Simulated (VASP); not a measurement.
Pt:

```xyz
2
Lattice="2.7740 0.0000 0.0000 -1.3870 2.4024 0.0000 0.0000 0.0000 4.5300" Properties=species:S:1:pos:R:3 pbc="T T T"
Pt    0.0000    1.6016    1.1325
Pt    1.3870    0.8008    3.3975
```

This isn't the form of Pt at room conditions, which is fcc.

| Property | Result |
| --- | --- |
| Program | VASP 6.6.1 |
| Task | relaxation of cell and atoms |
| Functional | PBEsol |
| Potentials or basis | VASP PAW PBE potentials, release 64 (Pt) |
| Cutoff | 600 eV |
| k mesh | 13 × 13 × 7 |
| Occupations | fermi-dirac, width 0.1 eV |
| Spin | no spin polarisation |

At the start: pressure 0.6 GPa; volume 15.09 Å³/atom.

Task: How do energy, volume and symmetry change on relaxing?

Result: Over 7 steps the energy falls by 13.3 meV/atom and the volume is 15.13 Å³/atom (+0.2 %); space group P6_3/mmc (No. 194, to 0.1 Å) before and after.

Step by step:
```tsv
step	energy change (eV)	largest force (eV/Å)	pressure (GPa)	volume (Å³)
1	0.0000	0.0000	0.63	30.19
2	-0.0239	0.0000	-1.74	30.43
3	-0.0249	0.0000	-2.13	30.49
4	-0.0114	0.0000	6.49	29.64
5	-0.0266	0.0000	-0.11	30.28
6	-0.0266	0.0000	-0.07	30.27
7	-0.0266	0.0000	0.02	30.26
```

Final structure:
```
Pt
1.0
     2.73229    0.00000    0.00000
    -1.36614    2.36623    0.00000
     0.00000    0.00000    4.68017
Pt
2
Direct
  0.33333 0.66667 0.25000
  0.66667 0.33333 0.75000
```

Caveat: the PAW data sets were made with another functional, which shifts forces and pressure a little.
